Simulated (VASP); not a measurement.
# CuO (Tenorite) (Cc) in VASP: further runs

The runs below take CuO (Tenorite) through single point, with PBEsol, LDA.

All numbers are computed with VASP 6.6.1; they aren't measurements. Logs are shortened: lines on timing, memory, paths and dates and some standing lists are left out, and cuts for length are marked.

**1. The cell of the first run**

The structure is monoclinic, space group Cc (No. 9). The conventional cell has a = 4.751 Å, b = 3.472 Å, c = 5.200 Å, α = 90.00°, β = 99.65°, γ = 90.00°. Within 2.6 Å of Cu (site symmetry 1) lie 4 O at 1.93 to 2.05 Å. O (site symmetry 1) has 4 Cu at 1.93 to 2.05 Å within 2.6 Å.

**2. Single point, PBEsol (volume scaled by 1.04)**

INCAR reads:

```
PREC = Accurate
ENCUT = 520
EDIFF = 1E-6
ISMEAR = -1
SIGMA = 0.05
LREAL = F
LASPH = T
NELM = 60
ALGO = Normal
ISIF = 2
LWAVE = F
LCHARG = T
GGA = PS
LELF = T
LVHAR = T
NBANDS = 25
```

KPOINTS reads:

```
Automatic mesh
0
Gamma
  10 10 5
```

POSCAR reads:

```
CuO
1.0
    2.3755041962     -1.7359473225      0.0000000000
    2.3755041962      1.7359473225      0.0000000000
   -0.8718787375      0.0000000000      5.1260155593
Cu O
2 2
Direct
    0.4968000000      0.0032000000      0.5000000000
    0.0032000000      0.4968000000      0.0000000000
    0.4056000000      0.5714000000      0.7537000000
    0.5714000000      0.4056000000      0.2537000000
```

Potentials or basis: VASP PAW PBE potentials, release 64 (Cu, O).

Launch:

```
cat potpaw_PBE.64/Cu/POTCAR potpaw_PBE.64/O/POTCAR > POTCAR
mpirun -np 1 vasp_std > vasp.out
```

OUTCAR:

```text
PREC = Accurate
   ENCUT = 520
   EDIFF = 1E-6
   ISMEAR = -1
   LREAL = F
   LASPH = T
   NELM = 60
   ISIF = 2
   GGA = PS

 ion  position               nearest neighbor table
   1  0.497  0.003  0.500-   4 1.93   3 1.96   4 2.00   3 2.05
   2  0.003  0.497  0.000-   3 1.93   4 1.96   3 2.00   4 2.05
   3  0.406  0.571  0.754-   2 1.93   1 1.96   2 2.00   1 2.05
   4  0.571  0.406  0.254-   1 1.93   2 1.96   1 2.00   2 2.05

  LATTYP: Found a base centered monoclinic cell.
 ALAT       =     4.7510083924
 B/A-ratio  =     0.7307700510
 C/A-ratio  =     1.0944277397
 COS(beta)  =    -0.1676807457

  Lattice vectors:

 A1 = (   2.3755041962,  -1.7359473225,   0.0000000000)
 A2 = (   2.3755041962,   1.7359473225,   0.0000000000)
 A3 = (  -0.8718787375,   0.0000000000,   5.1260155593)

Analysis of symmetry for initial positions (statically):
=====================================================================
 Subroutine PRICEL returns:
 Original cell was already a primitive cell.

 Routine SETGRP: Setting up the symmetry group for a
 base centered monoclinic supercell.

 Subroutine GETGRP returns: Found  2 space group operations
 (whereof  1 operations were pure point group operations)
 out of a pool of  4 trial point group operations.

The static configuration has the point symmetry C_1 .
 The point group associated with its full space group is C_1h.

Analysis of symmetry for dynamics (positions and initial velocities):
=====================================================================
 Subroutine PRICEL returns:
 Original cell was already a primitive cell.

 Routine SETGRP: Setting up the symmetry group for a
 base centered monoclinic supercell.

 Subroutine GETGRP returns: Found  2 space group operations
 (whereof  1 operations were pure point group operations)
 out of a pool of  4 trial point group operations.

The dynamic configuration has the point symmetry C_1 .
 The point group associated with its full space group is C_1h.

 Subroutine INISYM returns: Found  2 space group operations
 (whereof  1 operations are pure point group operations),
 and found     1 'primitive' translations

----------------------------------------------------------------------------------------

                                     Primitive cell

  volume of cell :      42.2768

  direct lattice vectors                    reciprocal lattice vectors
[... 83 lines left out ...]
   ISTART =      0    job   : 0-new  1-cont  2-samecut
   ICHARG =      2    charge: 1-file 2-atom 10-const
   ISPIN  =      1    spin polarized calculation?
   LNONCOLLINEAR =      F non collinear calculations
   LSORBIT =      F    spin-orbit coupling
   LASPH  =      T    aspherical Exc in radial PAW
   ENCUT  =  520.0 eV  38.22 Ry    6.18 a.u.   5.47  5.47  9.67*2*pi/ulx,y,z
   NELM   =     60;   NELMIN=  2; NELMDL= -5     # of ELM steps
   EDIFF  = 0.1E-05   stopping-criterion for ELM
   LREAL  =      F    real-space projection
   EDIFFG = 0.1E-04   stopping-criterion for IOM
   NSW    =      0    number of steps for IOM
   IBRION =     -1    ionic relax: 0-MD 1-quasi-New 2-CG
   NFREE  =      0    steps in history (QN), initial steepest desc. (CG)
   ISIF   =      2    stress and relaxation
   ISYM   =      2    0-nonsym 1-usesym 2-fastsym
   POTIM  = 0.5000    time-step for ionic-motion
   TEBEG  =    0.0;   TEEND  =   0.0 temperature during run
   PSTRESS=    0.0 pullay stress
   NELECT =      34.0000    total number of electrons
   NUPDOWN=      -1.0000    fix difference up-down
   EMIN   =  10.00;   EMAX   =-10.00  energy-range for DOS
   EFERMI =   0.00;   METHOD = LEGACY
   ISMEAR =    -1;   SIGMA  =   0.05  broadening in eV -4-tet -1-fermi 0-gaus
   EFERMI_NEDOS =   21; number of points for ismear=-14 and -15
   IALGO  =     38    algorithm
   IMIX   =      4    mixing-type and parameters
     AMIX     =   0.40;   BMIX     =  1.00
     AMIX_MAG =   1.60;   BMIX_MAG =  1.00
  volume/ion in A,a.u.               =      10.57        71.32
  Fermi-wavevector in a.u.,A,eV,Ry     =   1.522417  2.876952 31.534964  2.317755
  Thomas-Fermi vector in A             =   2.630999
   LORBIT       =      0    0 simple, 1 ext, 2 COOP (PROOUT), +10 PAW based schemes
   GGA     = PS    functional components
   LHFCALC =     F    Hartree Fock is set to
   AEXX    =    0.0000 exact exchange contribution
   IVDW    =     0    specifies the selected vdW correction
   LEPSILON=     F    determine dielectric tensor
   LRPA    =     F    only Hartree local field effects (RPA)
 non-spin polarized calculation
  energy-cutoff  :      520.00
  volume of cell :       42.28
 maximum number of plane-waves:      1159
 NGX is ok and might be reduce to    24
   NGX = 11   NGY = 11   NGZ = 19

 number of electron      33.9999991 magnetization

 Free energy of the ion-electron system (eV)
  ---------------------------------------------------
  ext. energy  EPLUGINS =         0.00000000
  ---------------------------------------------------
  free energy    TOTEN  =       -21.25308853 eV

  energy without entropy =      -21.23333763  energy(sigma->0) =      -21.24321308

 E-fermi :   4.9795     XC(G=0): -11.9457

 val. band max:        4.9747898432   @ k =  -0.4000   0.2000   0.4000
 cond. band min:       4.9849109988   @ k =   0.5000   0.2000   0.4000
 fundamental gap:      0.0101211556
 Fermi energy:         4.9795173120

 k-point     1 :       0.0000    0.0000    0.0000
  band No.  band energies     occupation
      1     -14.4895      2.00000
      2     -13.2498      2.00000
      3      -2.8080      2.00000
      4      -0.2831      2.00000
      5       0.0708      2.00000
      6       1.7944      2.00000
[... 661 lines left out ...]
     24      17.9311      0.00000
     25      19.0551      0.00000

 [... further k-points ...]
[... 5 lines left out ...]
  --------------------------------------------------------------------------------------
  -------------------------------------------------------------------------------------
  Total       -2.3521339     -1.3103635     -2.8736666      0.0000000      0.0000000     -0.0532335
  in kB      -89.1395362    -49.6592437   -108.9042192      0.0000000      0.0000000     -2.0174075
  external PRESSURE =     -82.5676664 kB  Pullay stress =       0.0000000 kB

 VOLUME and BASIS-vectors are now :
 -----------------------------------------------------------------------------
  energy-cutoff  :      520.00
  volume of cell :       42.28
      direct lattice vectors                 reciprocal lattice vectors
     2.375504196 -1.735947322  0.000000000     0.210481632 -0.288027173  0.035800605
     2.375504196  1.735947322  0.000000000     0.210481632  0.288027173  0.035800605
    -0.871878738  0.000000000  5.126015559     0.000000000  0.000000000  0.195083294

 POSITION                                       TOTAL-FORCE (eV/Angst)
 -----------------------------------------------------------------------------------
      0.75181     -0.85686      2.56301        -0.530171     -0.269693      0.198165
      1.18775      0.85686      0.00000        -0.530171      0.269693      0.198165
      1.66373      0.28782      3.86348         0.530171     -0.474584     -0.198165
      2.09967     -0.28782      1.30047         0.530171      0.474584     -0.198165
 -----------------------------------------------------------------------------------
    total drift:                               -0.000466      0.000000     -0.000716

  FREE ENERGIE OF THE ION-ELECTRON SYSTEM (eV)
  ---------------------------------------------------
  free  energy   TOTEN  =       -21.2530885296 eV

  energy  without entropy=      -21.2333376296  energy(sigma->0) =      -21.24321308
```

stdout:

```text
POSCAR found type information on POSCAR CuO
 POSCAR found :  2 types and       4 ions
 scaLAPACK will be used
 -----------------------------------------------------------------------------
|                                                                             |
|                                                                             |
|     You enforced a specific xc type in the INCAR file but a different       |
|     I HOPE YOU KNOW WHAT YOU ARE DOING!                                     |
|                                                                             |
 -----------------------------------------------------------------------------

 LDA part: xc-table for (Slater+PW92), standard interpolation
 POSCAR, INCAR and KPOINTS ok, starting setup
 FFT: planning ... GRIDC
 FFT: planning ... GRID_SOFT
 FFT: planning ... GRID
 WAVECAR not read
 entering main loop
```

Run time: 75 s. Hardware: 1 thread of AMD EPYC 9R45 (Zen 5), shared host; peak memory 0.22 GiB.

What came out:

| Quantity | Value |
| --- | --- |
| Free energy | -21.2531 eV |
| Pressure | -8.3 GPa |
| Largest force | 0.739 eV/Å |
| Band gap on the k mesh | zero (band 17 reaches 5.26 eV, above the bottom of band 18 at 4.66 eV) |

Forces on the atoms (eV/Å):
```
Cu  -0.530 -0.270  0.198
Cu  -0.530  0.270  0.198
O    0.530 -0.475 -0.198
O    0.530  0.475 -0.198
```

Caveat: the PAW data sets were made with another functional, which shifts forces and pressure a little; semilocal functionals often make such compounds metallic where correlation or magnetic order opens a gap, which also shifts bond lengths.

[end of part 1 of 2]
